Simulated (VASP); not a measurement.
# Al in VASP: single point with r2SCAN

Aim: the single point of Al with r2SCAN.

Everything below comes from runs of VASP 6.6.1. Logs are shortened: lines on timing, memory, paths and dates and some standing lists are left out, and cuts for length are marked.

### 1 The cell of the first run

The cell holds a sublattice, 1 atom: a = 4.084 Å, b = 4.084 Å, c = 4.084 Å, α = 60.00°, β = 60.00°, γ = 60.00°.

### 2 Single point, r2SCAN

POSCAR

```
Al
1.0
    0.0000000000      2.8880109880      2.8880109880
    2.8880109880      0.0000000000      2.8880109880
    2.8880109880      2.8880109880      0.0000000000
Al
1
Direct
    0.0000000000      0.0000000000      0.0000000000
```

INCAR.step1

```
PREC = Accurate ; ENCUT = 520
ISMEAR = 0 ; SIGMA = 0.1
LREAL = False ; LASPH = True
NELM = 60 ; NBANDS = 8
GGA = PE ; ALGO = Normal
EDIFF = 1E-4 ; LWAVE = True
LCHARG = False
```

INCAR.step2

```
PREC = Accurate ; ENCUT = 520
EDIFF = 1E-6 ; ISMEAR = 0
SIGMA = 0.1 ; LREAL = False
LASPH = True ; NELM = 60
ALGO = Normal ; ISIF = 2
LWAVE = False ; LCHARG = False
METAGGA = R2SCAN ; LMIXTAU = True
NBANDS = 8 ; ISTART = 1
```

KPOINTS

```
Automatic mesh
0
Gamma
  10 10 10
```

Potentials or basis: VASP PAW PBE potentials, release 64 (Al).

The run is started by

```console
$ cat potpaw_PBE.64/Al/POTCAR > POTCAR
$ cp INCAR.step1 INCAR
$ mpirun -np 1 vasp_std > vasp.out
$ cp INCAR.step2 INCAR
$ mpirun -np 1 vasp_std > vasp.out
```

OUTCAR:

```text
PREC = Accurate
   ENCUT = 520
   EDIFF = 1E-6
   ISMEAR = 0
   LREAL = False
   LASPH = True
   NELM = 60
   ISIF = 2
   METAGGA = R2SCAN
   ISTART = 1

 ion  position               nearest neighbor table
   1  0.000  0.000  0.000-

  LATTYP: Found a face centered cubic cell.
 ALAT       =     5.7760219760

  Lattice vectors:

 A1 = (   0.0000000000,   2.8880109880,   2.8880109880)
 A2 = (   2.8880109880,   0.0000000000,   2.8880109880)
 A3 = (   2.8880109880,   2.8880109880,   0.0000000000)

Analysis of symmetry for initial positions (statically):
=====================================================================
 Subroutine PRICEL returns:
 Original cell was already a primitive cell.

 Routine SETGRP: Setting up the symmetry group for a
 face centered cubic supercell.

 Subroutine GETGRP returns: Found 48 space group operations
 (whereof 48 operations were pure point group operations)
 out of a pool of 48 trial point group operations.

The static configuration has the point symmetry O_h .

Analysis of symmetry for dynamics (positions and initial velocities):
=====================================================================
 Subroutine PRICEL returns:
 Original cell was already a primitive cell.

 Routine SETGRP: Setting up the symmetry group for a
 face centered cubic supercell.

 Subroutine GETGRP returns: Found 48 space group operations
 (whereof 48 operations were pure point group operations)
 out of a pool of 48 trial point group operations.

The dynamic configuration has the point symmetry O_h .

 Subroutine INISYM returns: Found 48 space group operations
 (whereof 48 operations are pure point group operations),
 and found     1 'primitive' translations

----------------------------------------------------------------------------------------

                                     Primitive cell

  volume of cell :      48.1755

  direct lattice vectors                    reciprocal lattice vectors
     0.000000000  2.888010988  2.888010988    -0.173129535  0.173129535  0.173129535
     2.888010988  0.000000000  2.888010988     0.173129535 -0.173129535  0.173129535
     2.888010988  2.888010988  0.000000000     0.173129535  0.173129535 -0.173129535

  length of vectors
     4.084264308  4.084264308  4.084264308     0.299869151  0.299869151  0.299869151

  position of ions in fractional coordinates (direct lattice)
     0.000000000  0.000000000  0.000000000

  ion indices of the primitive-cell ions
   primitive index   ion index
                 1           1

----------------------------------------------------------------------------------------

 KPOINTS: Automatic mesh

Automatic generation of k-mesh.
 Grid dimensions read from file:
 generate k-points for:   10   10   10

 Generating k-lattice:

  Cartesian coordinates                     Fractional coordinates (reciprocal lattice)
    -0.017312954  0.017312954  0.017312954     0.100000000  0.000000000  0.000000000
     0.017312954 -0.017312954  0.017312954     0.000000000  0.100000000  0.000000000
     0.017312954  0.017312954 -0.017312954     0.000000000  0.000000000  0.100000000

  Length of vectors
     0.029986915  0.029986915  0.029986915

  Shift w.r.t. Gamma in fractional coordinates (k-lattice)
     0.000000000  0.000000000  0.000000000

 Subroutine IBZKPT returns following result:
 ===========================================

 Found     47 irreducible k-points:

 Following reciprocal coordinates:
            Coordinates               Weight
  0.000000  0.000000  0.000000      1.000000
  0.100000  0.000000  0.000000      8.000000
  0.200000  0.000000  0.000000      8.000000
  0.300000  0.000000  0.000000      8.000000
  0.400000  0.000000  0.000000      8.000000
  0.500000  0.000000  0.000000      4.000000
[... 16 lines left out ...]
  0.300000  0.300000  0.000000      6.000000
  0.400000  0.300000  0.000000     24.000000
 [... further k-points ...]
   k-points           NKPTS =     47   k-points in BZ     NKDIM =     47   number of bands    NBANDS=      8
   number of dos      NEDOS =    301   number of ions     NIONS =      1
   total plane-waves  NPLWV =  27000
   dimension x,y,z NGX =    30 NGY =   30 NGZ =   30
   dimension x,y,z NGXF=    60 NGYF=   60 NGZF=   60
   ions per type =               1
   NGX,Y,Z   is equivalent  to a cutoff of  12.21, 12.21, 12.21 a.u.
   NGXF,Y,Z  is equivalent  to a cutoff of  24.42, 24.42, 24.42 a.u.
 SYSTEM =  unknown system
   PREC   = accura    normal or accurate (medium, high low for compatibility)
   ISTART =      1    job   : 0-new  1-cont  2-samecut
   ICHARG =      0    charge: 1-file 2-atom 10-const
   ISPIN  =      1    spin polarized calculation?
   LNONCOLLINEAR =      F non collinear calculations
   LSORBIT =      F    spin-orbit coupling
   LASPH  =      T    aspherical Exc in radial PAW
   ENCUT  =  520.0 eV  38.22 Ry    6.18 a.u.   7.59  7.59  7.59*2*pi/ulx,y,z
   NELM   =     60;   NELMIN=  2; NELMDL=  0     # of ELM steps
   EDIFF  = 0.1E-05   stopping-criterion for ELM
   LREAL  =      F    real-space projection
   EDIFFG = 0.1E-04   stopping-criterion for IOM
   NSW    =      0    number of steps for IOM
   IBRION =     -1    ionic relax: 0-MD 1-quasi-New 2-CG
   NFREE  =      0    steps in history (QN), initial steepest desc. (CG)
   ISIF   =      2    stress and relaxation
   ISYM   =      2    0-nonsym 1-usesym 2-fastsym
   POTIM  = 0.5000    time-step for ionic-motion
   TEBEG  =    0.0;   TEEND  =   0.0 temperature during run
   PSTRESS=    0.0 pullay stress
   NELECT =       3.0000    total number of electrons
   NUPDOWN=      -1.0000    fix difference up-down
   EMIN   =  10.00;   EMAX   =-10.00  energy-range for DOS
   EFERMI =   0.00;   METHOD = LEGACY
   ISMEAR =     0;   SIGMA  =   0.10  broadening in eV -4-tet -1-fermi 0-gaus
   EFERMI_NEDOS =   21; number of points for ismear=-14 and -15
   IALGO  =     38    algorithm
   IMIX   =      4    mixing-type and parameters
     AMIX     =   0.40;   BMIX     =  1.00
     AMIX_MAG =   1.60;   BMIX_MAG =  1.00
  volume/ion in A,a.u.               =      48.18       325.10
  Fermi-wavevector in a.u.,A,eV,Ry     =   0.648893  1.226230  5.728898  0.421062
  Thomas-Fermi vector in A             =   1.717673
   LORBIT       =      0    0 simple, 1 ext, 2 COOP (PROOUT), +10 PAW based schemes
   METAGGA = R2SCAN    functional components
   LHFCALC =     F    Hartree Fock is set to
   AEXX    =    0.0000 exact exchange contribution
   IVDW    =     0    specifies the selected vdW correction
   LEPSILON=     F    determine dielectric tensor
   LRPA    =     F    only Hartree local field effects (RPA)
 non-spin polarized calculation
 Gauss-broadening in eV      SIGMA  =   0.10
  energy-cutoff  :      520.00
  volume of cell :       48.18
 maximum number of plane-waves:      1315
   NGX = 15   NGY = 15   NGZ = 15

 number of electron       3.0000000 magnetization

 Free energy of the ion-electron system (eV)
  ---------------------------------------------------
  ext. energy  EPLUGINS =         0.00000000
  ---------------------------------------------------
  free energy    TOTEN  =        -4.74505777 eV

  energy without entropy =       -4.74043621  energy(sigma->0) =       -4.74274699

 E-fermi :   0.5732     XC(G=0):  -7.0530

 val. band max:        0.4626800873   @ k =   0.5000   0.3000   0.0000
 cond. band min:       0.6034017239   @ k =  -0.3000   0.4000   0.1000
 fundamental gap:      0.1407216366
 Fermi energy:         0.5731780829

 k-point     1 :       0.0000    0.0000    0.0000
  band No.  band energies     occupation
      1      -5.6856      2.00000
      2       5.7497      0.00000
      3       5.7497      0.00000
      4       5.7497      0.00000
      5       9.2468      0.00000
      6       9.2468      0.00000
      7       9.2468      0.00000
      8      10.1998      0.00000

 k-point     2 :       0.1000    0.0000    0.0000
  band No.  band energies     occupation
      1      -5.5563      2.00000
      2       4.8232      0.00000
      3       5.6172      0.00000
      4       5.6172      0.00000
      5       8.9921      0.00000
      6       9.5018      0.00000
      7       9.5018      0.00000
      8      10.7934      0.00000

 k-point     3 :       0.2000    0.0000    0.0000
  band No.  band energies     occupation
      1      -5.1743      2.00000
      2       3.0852      0.00000
      3       5.3434      0.00000
      4       5.3434      0.00000
      5       8.4863      0.00000
      6       9.7673      0.00000
      7       9.7673      0.00000
      8      11.6124      0.00000

 k-point     4 :       0.3000    0.0000    0.0000
  band No.  band energies     occupation
      1      -4.5637      2.00000
      2       1.3376      0.00000
      3       5.0932      0.00000
      4       5.0932      0.00000
      5       8.0986      0.00000
      6       9.3613      0.00000
      7       9.3613      0.00000
      8      11.9039      0.00000

 k-point     5 :       0.4000    0.0000    0.0000
  band No.  band energies     occupation
      1      -3.8159      2.00000
      2      -0.1299      2.00000
      3       4.9354      0.00000
      4       4.9354      0.00000
      5       7.8777      0.00000
      6       8.9239      0.00000
      7       8.9239      0.00000
      8      11.4010      0.00000
[... 177 lines left out ...]
 k-point    22 :      -0.2000    0.2000    0.0000
  band No.  band energies     occupation
      1      -4.3563      2.00000
      2       1.9401      0.00000
      3       2.7624      0.00000
      4       5.1960      0.00000
      5       8.6385      0.00000
      6       9.8043      0.00000
      7      10.1982      0.00000
      8      10.6730      0.00000

 k-point    23 :       0.3000    0.3000    0.0000
  band No.  band energies     occupation
      1      -4.1759      2.00000
      2       2.2620      0.00000
      3       3.7059      0.00000
      4       3.7059      0.00000
      5       6.4630      0.00000
      6       6.8159      0.00000
      7      13.0565      0.00000
      8      13.0565      0.00000

 k-point    24 :       0.4000    0.3000    0.0000
  band No.  band energies     occupation
      1      -3.5980      2.00000
      2       1.3436      0.00000
      3       2.9415      0.00000
      4       3.5104      0.00000
      5       6.2820      0.00000
      6       7.0352      0.00000
      7      12.8734      0.00000
      8      13.1957      0.00000

 [... further k-points ...]
[... 5 lines left out ...]
  --------------------------------------------------------------------------------------
  -------------------------------------------------------------------------------------
  Total       -1.9172662     -1.9172662     -1.9172662      0.0000000     -0.0000000     -0.0000000
  in kB      -63.7626672    -63.7626672    -63.7626672      0.0000000     -0.0000000     -0.0000000
  external PRESSURE =     -63.7626672 kB  Pullay stress =       0.0000000 kB

 VOLUME and BASIS-vectors are now :
 -----------------------------------------------------------------------------
  energy-cutoff  :      520.00
  volume of cell :       48.18
      direct lattice vectors                 reciprocal lattice vectors
     0.000000000  2.888010988  2.888010988    -0.173129535  0.173129535  0.173129535
     2.888010988  0.000000000  2.888010988     0.173129535 -0.173129535  0.173129535
     2.888010988  2.888010988  0.000000000     0.173129535  0.173129535 -0.173129535

 POSITION                                       TOTAL-FORCE (eV/Angst)
 -----------------------------------------------------------------------------------
      0.00000      0.00000      0.00000         0.000000      0.000000      0.000000
 -----------------------------------------------------------------------------------
    total drift:                               -0.000000     -0.000000     -0.000000

  FREE ENERGIE OF THE ION-ELECTRON SYSTEM (eV)
  ---------------------------------------------------
  free  energy   TOTEN  =        -4.7450577735 eV

  energy  without entropy=       -4.7404362114  energy(sigma->0) =       -4.74274699
```

Run time: 32 s. Hardware: 1 thread of Intel Xeon 6975P-C (Granite Rapids), shared host; peak memory 0.16 GiB.

What came out:

* Free energy: -4.7451 eV
* Pressure: -6.4 GPa

Caveat: the PAW data sets were made with another functional, which shifts forces and pressure a little.
